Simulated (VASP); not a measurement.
# BN (C2) in VASP: notebook, part 2 of 2

VASP 6.6.1.

**3. Single point, PBE (engineering shear strain xz -0.1500, normal strain along z +0.0525)**

File INCAR:

```
PREC = Accurate ; ENCUT = 520
EDIFF = 1E-7 ; ISMEAR = 0
SIGMA = 0.05 ; LREAL = F
LASPH = T ; NELM = 100
ALGO = Normal ; ISIF = 2
LWAVE = F ; LCHARG = F
GGA = PE ; NBANDS = 11
```

File KPOINTS:

```
regular mesh
0
Gamma
  12 12 12
```

File POSCAR:

```
BN
1.0
   -0.1359295336      1.9075444542      1.8123937807
    1.8123937807     -0.1359295336      1.8123937807
    1.6764642471      1.7716149206      0.0000000000
B N
1 1
Direct
    0.0000000000      0.0000000000      0.0000000000
    0.7500000000      0.7500000000      0.7500000000
```

Potentials or basis: VASP PAW PBE potentials, release 64 (B, N).

Launch:

```bash
> cat potpaw_PBE.64/B/POTCAR potpaw_PBE.64/N/POTCAR > POTCAR
> mpirun -np 1 vasp_std > vasp.out
```

OUTCAR:

```text
PREC = Accurate
   ENCUT = 520
   EDIFF = 1E-7
   ISMEAR = 0
   LREAL = F
   LASPH = T
   NELM = 100
   ISIF = 2
   GGA = PE

 ion  position               nearest neighbor table
   1  0.000  0.000  0.000-   2 1.52   2 1.52   2 1.68   2 1.68
   2  0.750  0.750  0.750-   1 1.52   1 1.52   1 1.68   1 1.68

  LATTYP: Found a base centered monoclinic cell.
 ALAT       =     3.6349679803
 B/A-ratio  =     0.9971993099
 C/A-ratio  =     0.6710068221
 COS(beta)  =    -0.6310841612

[... 523 lines left out ...]
 [... further k-points ...]

------------------------ aborting loop because EDIFF is reached ----------------------------------------

  FORCE on cell =-STRESS in cart. coord.  units (eV):
  Direction    XX          YY          ZZ          XY          YZ          ZX
  --------------------------------------------------------------------------------------
  -------------------------------------------------------------------------------------
  Total        0.3673427     -1.9806530     -0.3559515      4.3551566      0.0000000      0.0000000
  in kB       47.2171197   -254.5871395    -45.7529346    559.7986430      0.0000000      0.0000000
  external PRESSURE =     -84.3743182 kB  Pullay stress =       0.0000000 kB

 VOLUME and BASIS-vectors are now :
 -----------------------------------------------------------------------------
  energy-cutoff  :      520.00
  volume of cell :       12.46
      direct lattice vectors                 reciprocal lattice vectors
    -0.135929534  1.907544454  1.812393781    -0.257596156  0.243761069  0.275878236
     1.812393781 -0.135929534  1.812393781     0.257596156 -0.243761069  0.275878236
     1.676464247  1.771614921  0.000000000     0.297124978  0.283289891 -0.275878236

 POSITION                                       TOTAL-FORCE (eV/Angst)
 -----------------------------------------------------------------------------------
      0.00000      0.00000      0.00000         0.000000      0.000000     -0.067306
      2.51470      2.65742      2.71859        -0.000000      0.000000      0.067306
 -----------------------------------------------------------------------------------
    total drift:                               -0.000001     -0.000001     -0.000028

  FREE ENERGIE OF THE ION-ELECTRON SYSTEM (eV)
  ---------------------------------------------------
  free  energy   TOTEN  =       -17.0665315672 eV

  energy  without entropy=      -17.0665315672  energy(sigma->0) =      -17.06653157
```

OSZICAR:

```text
N       E                     dE             d eps       ncg     rms          rms(c)
DAV:   1     0.106929381051E+02    0.10693E+02   -0.49599E+03 10721   0.719E+02
DAV:   2    -0.174893772424E+02   -0.28182E+02   -0.27242E+02 12493   0.163E+02
DAV:   3    -0.180482477886E+02   -0.55887E+00   -0.55786E+00 12252   0.196E+01
DAV:   4    -0.180489629605E+02   -0.71517E-03   -0.71516E-03 11210   0.789E-01
DAV:   5    -0.180489636949E+02   -0.73440E-06   -0.73440E-06 12158   0.249E-02    0.664E+00
DAV:   6    -0.171467625179E+02    0.90220E+00   -0.33429E+00 11171   0.102E+01    0.316E+00
DAV:   7    -0.170811483673E+02    0.65614E-01   -0.10120E-01 11906   0.271E+00    0.189E+00
DAV:   8    -0.170662787816E+02    0.14870E-01   -0.40695E-02 11788   0.150E+00    0.197E-01
DAV:   9    -0.170664339762E+02   -0.15519E-03   -0.18521E-03 11024   0.363E-01    0.925E-02
DAV:  10    -0.170665234158E+02   -0.89440E-04   -0.19729E-04 11651   0.116E-01    0.184E-02
DAV:  11    -0.170665306505E+02   -0.72347E-05   -0.12628E-05 11942   0.309E-02    0.106E-02
DAV:  12    -0.170665314126E+02   -0.76214E-06   -0.17186E-06 11693   0.987E-03    0.233E-03
DAV:  13    -0.170665315461E+02   -0.13345E-06   -0.12498E-07 11780   0.325E-03    0.457E-04
DAV:  14    -0.170665315672E+02   -0.21164E-07   -0.67860E-09  5440   0.607E-04
   1 F= -.17066532E+02 E0= -.17066532E+02  d E =-.890333E-28
```

Wall time 1.9 min (1 thread of AMD EPYC 7R13, shared host); peak memory 0.14 GiB.

What came out:

```yaml
Free_energy: -17.0665 eV
Pressure: -8.4 GPa
Largest_force: 0.067 eV/Å
Band_gap_on_the_k_mesh: 2.95 eV, indirect (least direct gap 5.94 eV)
```

Forces on the atoms (eV/Å):
```
B    0.000  0.000 -0.067
N    0.000  0.000  0.067
```

Caveat: the cell differs from its parent crystal (engineering shear strain xz -0.1500, normal strain along z +0.0525). A k mesh can miss the band edges.

**4. Single point, PBE (engineering shear strain xz -0.1500, normal strain along z +0.0700)**

File INCAR:

```
PREC = Accurate
ENCUT = 520
EDIFF = 1E-7
ISMEAR = 0
SIGMA = 0.05
LREAL = False
LASPH = True
NELM = 100
ALGO = Normal
ISIF = 2
LWAVE = False
LCHARG = False
GGA = PE
NBANDS = 11
```

File KPOINTS:

```
Automatic mesh
0
Gamma
  12 12 12
```

File POSCAR:

```
BN
1.0
   -0.1359295336      1.9392613453      1.8123937807
    1.8123937807     -0.1359295336      1.8123937807
    1.6764642471      1.8033318118      0.0000000000
B N
1 1
Direct
    0.0000000000      0.0000000000      0.0000000000
    0.7500000000      0.7500000000      0.7500000000
```

Launch:

```bash
> cat potpaw_PBE.64/B/POTCAR potpaw_PBE.64/N/POTCAR > POTCAR
> mpirun -np 1 vasp_std > vasp.out
```

Run time: 2 min. Hardware: 1 thread of AMD EPYC 7R13, shared host; peak memory 0.14 GiB.

The run converged. Its results:

```
Free energy            : -17.0311 eV
Pressure               : -13.8 GPa
Largest force          : 0.176 eV/Å
Band gap on the k mesh : 2.87 eV, indirect (least direct gap 5.82 eV)
```

Forces in eV/Å, atoms in the order of the input:
```
B    0.000  0.000 -0.176
N    0.000  0.000  0.176
```

Stress tensor (GPa, compression positive):
```
  2.51  52.17   0.00
 52.17 -37.62   0.00
  0.00   0.00  -6.32
```

Levels at points of the mesh, in eV from the valence-band top:
```tsv
k point	band 1	band 2	band 3	band 4	band 5	band 6	band 7	band 8	band 9
(0.00, 0.00, 0.00)	-19.80	-0.71	-0.29	0.00	5.82	6.64	10.24	11.39	23.30
(0.50, 0.00, 0.00)	-16.45	-10.47	-1.99	-1.11	8.66	10.22	12.15	13.89	21.28
(0.50, 0.50, 0.00)	-14.57	-8.44	-6.20	-3.82	2.87	9.48	16.04	17.04	19.44
(0.00, 0.00, 0.50)	-15.34	-10.19	-3.07	-2.05	6.55	9.06	11.36	14.68	21.54
(0.50, 0.00, 0.50)	-15.02	-9.40	-4.21	-4.14	4.87	9.56	14.89	15.80	20.13
(0.00, 0.50, 0.50)	-14.32	-8.52	-5.06	-4.95	3.76	8.07	14.80	16.16	21.02
```

Caveat: the cell differs from its parent crystal (engineering shear strain xz -0.1500, normal strain along z +0.0700).

**5. Single point, PBE (engineering shear strain xz -0.2250, normal strain along z +0.0700)**

File INCAR:

```
SYSTEM = BN
PREC = Accurate ; ENCUT = 520
EDIFF = 1E-6 ; ISMEAR = 0
SIGMA = 0.05 ; LREAL = .FALSE.
LASPH = .TRUE. ; NELM = 100
ALGO = Normal ; ISIF = 2
LWAVE = .FALSE. ; LCHARG = .FALSE.
GGA = PE ; NBANDS = 11
```

File KPOINTS:

```
Automatic mesh
0
G
  12 12 12
  0 0 0
```

File POSCAR:

```
BN
1.0
   -0.2038943003      1.9392613453      1.8123937807
    1.8123937807     -0.2038943003      1.8123937807
    1.6084994804      1.7353670450      0.0000000000
B N
1 1
Direct
    0.0000000000      0.0000000000      0.0000000000
    0.7500000000      0.7500000000      0.7500000000
```

Launch:

```bash
> cat potpaw_PBE.64/B/POTCAR potpaw_PBE.64/N/POTCAR > POTCAR
> mpirun -np 1 vasp_std > vasp.out
```

It took 1.9 min on 1 thread of AMD EPYC 7R13, shared host; peak memory 0.14 GiB.

Results (log left out):

```yaml
Free_energy: -16.6542 eV
Pressure: -3.1 GPa
Largest_force: 0.169 eV/Å
Band_gap_on_the_k_mesh: 2.03 eV, indirect (least direct gap 4.51 eV)
```

Forces in eV/Å, atoms in the order of the input:
```
B    0.000  0.000 -0.169
N    0.000  0.000  0.169
```

Stress tensor (GPa, compression positive):
```
 16.02  80.74   0.00
 80.74 -21.40   0.00
  0.00   0.00  -3.94
```

Levels at points of the mesh, in eV from the valence-band top:
```csv
k point,band 2,band 3,band 4,band 5,band 6,band 7
"(0.00, 0.00, 0.00)",-0.82,-0.69,0.00,4.51,5.81,11.24
"(0.50, 0.00, 0.00)",-10.72,-1.72,-1.05,7.58,11.18,12.82
"(0.50, 0.50, 0.00)",-8.61,-6.86,-3.22,2.03,10.80,16.05
"(0.00, 0.00, 0.50)",-10.29,-3.46,-2.29,5.86,8.43,11.50
"(0.50, 0.00, 0.50)",-9.61,-4.30,-4.14,4.78,9.47,13.91
"(0.00, 0.50, 0.50)",-8.78,-5.14,-4.91,3.65,8.00,13.88
```

Caveat: the cell differs from its parent crystal (engineering shear strain xz -0.2250, normal strain along z +0.0700). A k mesh can miss the band edges.

**6. Overview**

| cell | gap on the mesh (eV) | pressure (GPa) | largest force (eV/Å) |
| --- | --- | --- | --- |
| a = 2.668, b = 2.577, c = 2.270 Å, angles 66.4, 62.3, 70.8°, 2 atoms | 1.01 | 12.5 | 0.04 |
| a = 2.635, b = 2.567, c = 2.439 Å, angles 63.5, 60.6, 65.7°, 2 atoms | 2.95 | -8.4 | 0.07 |
| a = 2.658, b = 2.567, c = 2.462 Å, angles 63.8, 60.0, 66.0°, 2 atoms | 2.87 | -13.8 | 0.18 |
| a = 2.662, b = 2.571, c = 2.366 Å, angles 65.1, 61.2, 68.4°, 2 atoms | 2.03 | -3.1 | 0.17 |

Alike in all rows: task single point; level PBE; potentials or basis VASP PAW PBE potentials, release 64 (B, N); no spin polarisation; k mesh 12 × 12 × 12; cutoff (eV) 520; smearing gaussian 0.05 eV.

Total energies depend on the potentials used, so only differences within one code and one set of settings carry meaning.
